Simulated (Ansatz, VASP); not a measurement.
## Two plane-wave programs on Ca6F

INCAR

```
PREC = Accurate ; ENCUT = 520
EDIFF = 1E-7 ; ISMEAR = 0
SIGMA = 0.1 ; LREAL = False
LASPH = True ; NELM = 80
ALGO = Normal ; ISIF = 2
LWAVE = False ; LCHARG = False
GGA = PE ; NBANDS = 42
```

Contents of KPOINTS:

```
Automatic mesh
0
Gamma
  4 4 4
```

POSCAR

```
Ca6F
1.0
    0.0000000000      4.3127090600      4.3127090600
    4.3127090600      0.0000000000      4.3127090600
    4.3127090600      4.3127090600      0.0000000000
Ca F
6 1
Direct
    0.2266721100      0.7733278900      0.7733278900
    0.7733278900      0.2266721100      0.2266721100
    0.7733278900      0.2266721100      0.7733278900
    0.2266721100      0.7733278900      0.2266721100
    0.7733278900      0.7733278900      0.2266721100
    0.2266721100      0.2266721100      0.7733278900
    0.5000000000      0.5000000000      0.5000000000
```

Input for Ansatz:

```yaml
crystal:
  lattice:
    - [0.0, 4.31270906, 4.31270906]
    - [4.31270906, 0.0, 4.31270906]
    - [4.31270906, 4.31270906, 0.0]
  atoms:
    - { symbol: Ca, position: [0.22667211, 0.77332789, 0.77332789] }
    - { symbol: Ca, position: [0.77332789, 0.22667211, 0.22667211] }
    - { symbol: Ca, position: [0.77332789, 0.22667211, 0.77332789] }
    - { symbol: Ca, position: [0.22667211, 0.77332789, 0.22667211] }
    - { symbol: Ca, position: [0.77332789, 0.77332789, 0.22667211] }
    - { symbol: Ca, position: [0.22667211, 0.22667211, 0.77332789] }
    - { symbol: F, position: [0.5, 0.5, 0.5] }
basis:
  ecutwfc: 420
kpoints:
  mp_grid: { grid: [4, 4, 4] }
hamiltonian:
  xc: pbe
scf:
  occupations: { method: gaussian, width: 0.1 }
  lower_state_search: "off"
output:
  forces: true
  stress: true
  eigenvalues: true
```

Alike in both runs: task single point; functional PBE; k mesh 4 × 4 × 4; occupations gaussian, width 0.1 eV; no spin polarisation.

|  | VASP | Ansatz |
| --- | --- | --- |
| version | VASP 6.6.1 | Ansatz 0.2.0 |
| potentials or method | VASP PAW PBE potentials, release 64 (Ca_sv, F), cutoff 520 eV | scalar-relativistic, plane waves, PAW |
| valence electrons in the cell | 67 | 67 |

```csv
,VASP,Ansatz,Ansatz less VASP
gap on the k mesh at the Fermi level (eV),none,none,-
pressure (GPa),23.3,23.1,-0.24
rms of the force components (eV/Å),1.825,1.814,-0.0109
```

Atom by atom the forces differ by 0.011 eV/Å (rms over components). A gap of «none» marks a metal or a gap that the smearing closes.
